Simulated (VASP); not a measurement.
Write the native input for VASP 6.6.1 that does the following.

- Task: single point
- Functional: LDA
- Potentials or basis: VASP PAW LDA potentials, release 64 (Cr_pv)
- Cutoff: 520 eV
- k mesh: 12 × 12 × 7
- Occupations: fermi-dirac, width 0.03 eV
- Spin: no spin polarisation
- Dipole correction: no
- Further INCAR settings: ALGO = Normal; EDIFF = 1e-06; NBANDS = 19

The structure of Cr lies in POSCAR:

```
Cr
1.0
    2.5194544189      0.0000000000      0.0000000000
   -1.2597272094      2.1819115305      0.0000000000
    0.0000000000      0.0000000000      4.0938813512
Cr
2
Direct
    0.3333333333      0.6666666667      0.2500000000
    0.6666666667      0.3333333333      0.7500000000
```

This isn't the form of Cr at room conditions, which is bcc.

These files were run (other wordings do the same):

INCAR

```
SYSTEM = Cr
PREC = Accurate
ENCUT = 520
EDIFF = 1E-6
ISMEAR = -1
SIGMA = 0.03
LREAL = .False.
LASPH = .True.
NELM = 100
ALGO = Normal
ISIF = 2
LWAVE = .False.
LCHARG = .False.
NBANDS = 19
```

KPOINTS

```
Automatic mesh
0
Gamma
  12 12 7
  0 0 0
```

Potentials or basis: VASP PAW LDA potentials, release 64 (Cr_pv).

Run with:

```bash
$ cat potpaw_LDA.64/Cr_pv/POTCAR > POTCAR
$ mpirun -np 1 vasp_std > vasp.out
```

It gave:

The pressure is -3.1 GPa and the band gap on the k mesh is zero (bands 12 and 13 overlap by 1.35 eV).

Caveat: the cell stands under tension; the run has no spin polarisation, though such a crystal can be magnetic.

It took 12 s on 1 thread of Intel(R) Xeon(R) 6975P-C (Granite Rapids), with other jobs on the host, peak memory 0.14 GiB.
